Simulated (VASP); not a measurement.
# MgO (Fm-3m) in VASP: further runs, part 2 of 2

VASP 6.6.1.

**4. Single point, LDA**

INCAR

```
ALGO = Normal ; EDIFF = 1E-6
ENCUT = 600 ; GGA_COMPAT = F
ISIF = 2 ; ISMEAR = 0
LASPH = T ; LCHARG = F
LREAL = F ; LWAVE = F
NBANDS = 11 ; NELM = 120
PREC = Accurate ; SIGMA = 0.15
```

KPOINTS

```
k-points
0
Gamma
  9 9 9
```

POSCAR

```
MgO
1.0
    0.0000000000      2.1760000000      2.1760000000
    2.1760000000      0.0000000000      2.1760000000
    2.1760000000      2.1760000000      0.0000000000
Mg O
1 1
Direct
    0.0000000000      0.0000000000      0.0000000000
    0.5000000000      0.5000000000      0.5000000000
```

Potentials or basis: VASP PAW LDA potentials, release 64 (Mg, O).

Run with:

```sh
$ cat potpaw_LDA.64/Mg/POTCAR potpaw_LDA.64/O/POTCAR > POTCAR
$ mpirun -np 1 vasp_std > vasp.out
```

OUTCAR:

```text
EDIFF = 1E-6
   ENCUT = 600
   ISIF = 2
   ISMEAR = 0
   LASPH = T
   LREAL = F
   NELM = 120
   PREC = Accurate

 ion  position               nearest neighbor table
   1  0.000  0.000  0.000-   2 2.18   2 2.18   2 2.18   2 2.18   2 2.18   2 2.18
   2  0.500  0.500  0.500-   1 2.18   1 2.18   1 2.18   1 2.18   1 2.18   1 2.18

  LATTYP: Found a face centered cubic cell.
 ALAT       =     4.3520000000

  Lattice vectors:

 A1 = (   0.0000000000,   2.1760000000,   2.1760000000)
 A2 = (   2.1760000000,   0.0000000000,   2.1760000000)
 A3 = (   2.1760000000,   2.1760000000,   0.0000000000)

Analysis of symmetry for initial positions (statically):
=====================================================================
 Subroutine PRICEL returns:
 Original cell was already a primitive cell.

 Routine SETGRP: Setting up the symmetry group for a
 face centered cubic supercell.

 Subroutine GETGRP returns: Found 48 space group operations
 (whereof 48 operations were pure point group operations)
 out of a pool of 48 trial point group operations.

The static configuration has the point symmetry O_h .

Analysis of symmetry for dynamics (positions and initial velocities):
=====================================================================
 Subroutine PRICEL returns:
 Original cell was already a primitive cell.

 Routine SETGRP: Setting up the symmetry group for a
 face centered cubic supercell.

 Subroutine GETGRP returns: Found 48 space group operations
 (whereof 48 operations were pure point group operations)
 out of a pool of 48 trial point group operations.

The dynamic configuration has the point symmetry O_h .

 Subroutine INISYM returns: Found 48 space group operations
 (whereof 48 operations are pure point group operations),
 and found     1 'primitive' translations

----------------------------------------------------------------------------------------

                                     Primitive cell

  volume of cell :      20.6066

[... 112 lines left out ...]
   LORBIT       =      0    0 simple, 1 ext, 2 COOP (PROOUT), +10 PAW based schemes
   GGA     = CA    functional components
   LHFCALC =     F    Hartree Fock is set to
   AEXX    =    0.0000 exact exchange contribution
   IVDW    =     0    specifies the selected vdW correction
   LEPSILON=     F    determine dielectric tensor
   LRPA    =     F    only Hartree local field effects (RPA)
 non-spin polarized calculation
 Gauss-broadening in eV      SIGMA  =   0.15
  energy-cutoff  :      600.00
  volume of cell :       20.61
 maximum number of plane-waves:       701
 NGX is ok and might be reduce to    28
   NGX = 13   NGY = 13   NGZ = 13

 number of electron       8.0000001 magnetization

 Free energy of the ion-electron system (eV)
  ---------------------------------------------------
  ext. energy  EPLUGINS =         0.00000000
  ---------------------------------------------------
  free energy    TOTEN  =       -13.26068153 eV

  energy without entropy =      -13.26068153  energy(sigma->0) =      -13.26068153

 E-fermi :   2.7684     XC(G=0): -11.1267

 val. band max:        2.1729622845   @ k =   0.0000   0.0000   0.0000
 cond. band min:       5.9341325366   @ k =   0.0000   0.0000   0.0000
 fundamental gap:      3.7611702520
 Fermi energy:         2.7683577149

 k-point     1 :       0.0000    0.0000    0.0000
  band No.  band energies     occupation
      1     -14.3445      2.00000
      2       2.1730      2.00000
      3       2.1730      2.00000
      4       2.1730      2.00000
      5       5.9341      0.00000
      6      17.1651      0.00000
      7      17.1651      0.00000
      8      17.1651      0.00000
      9      20.9424      0.00000
     10      22.4679      0.00000
     11      22.4679      0.00000
[... 309 lines left out ...]
 k-point    24 :       0.4444    0.4444    0.0000
  band No.  band energies     occupation
      1     -13.0388      2.00000
      2      -1.5243      2.00000
      3       0.9662      2.00000
      4       0.9662      2.00000
      5      10.8526      0.00000
      6      11.0513      0.00000
      7      14.0817      0.00000
      8      19.3190      0.00000
      9      19.3190      0.00000
     10      25.6429      0.00000
     11      27.1247      0.00000

 [... further k-points ...]
[... 5 lines left out ...]
  --------------------------------------------------------------------------------------
  -------------------------------------------------------------------------------------
  Total       -2.5133980     -2.5133980     -2.5133980      0.0000000      0.0000000     -0.0000000
  in kB     -195.4182735   -195.4182735   -195.4182735      0.0000000      0.0000000     -0.0000000
  external PRESSURE =    -195.4182735 kB  Pullay stress =       0.0000000 kB

 VOLUME and BASIS-vectors are now :
 -----------------------------------------------------------------------------
  energy-cutoff  :      600.00
  volume of cell :       20.61
      direct lattice vectors                 reciprocal lattice vectors
     0.000000000  2.176000000  2.176000000    -0.229779412  0.229779412  0.229779412
     2.176000000  0.000000000  2.176000000     0.229779412 -0.229779412  0.229779412
     2.176000000  2.176000000  0.000000000     0.229779412  0.229779412 -0.229779412

 POSITION                                       TOTAL-FORCE (eV/Angst)
 -----------------------------------------------------------------------------------
      0.00000      0.00000      0.00000         0.000000     -0.000000     -0.000000
      2.17600      2.17600      2.17600        -0.000000      0.000000      0.000000
 -----------------------------------------------------------------------------------
    total drift:                                0.000000      0.000000      0.000000

  FREE ENERGIE OF THE ION-ELECTRON SYSTEM (eV)
  ---------------------------------------------------
  free  energy   TOTEN  =       -13.2606815268 eV

  energy  without entropy=      -13.2606815268  energy(sigma->0) =      -13.26068153
```

stdout:

```text
POSCAR found type information on POSCAR MgO
 POSCAR found :  2 types and       2 ions
 scaLAPACK will be used
 LDA part: xc-table for (Slater(with rela. corr.)+CA(PZ))
 , standard interpolation
 POSCAR, INCAR and KPOINTS ok, starting setup
 FFT: planning ... GRIDC
 FFT: planning ... GRID_SOFT
 FFT: planning ... GRID
 WAVECAR not read
 entering main loop
```

Run time: 6.3 s. Hardware: 1 thread of Intel Xeon Platinum 8559C (Emerald Rapids), shared host; peak memory 0.14 GiB.

Results:

| Quantity | Value |
| --- | --- |
| Free energy | -13.2607 eV |
| Pressure | -19.5 GPa |
| Band gap on the k mesh | 3.76 eV, direct |

Levels at points of the mesh, in eV from the valence-band top:
| k point | band 2 | band 3 | band 4 | band 5 | band 6 | band 7 |
| --- | --- | --- | --- | --- | --- | --- |
| (0.00, 0.00, 0.00) | 0.00 | 0.00 | 0.00 | 3.76 | 14.99 | 14.99 |
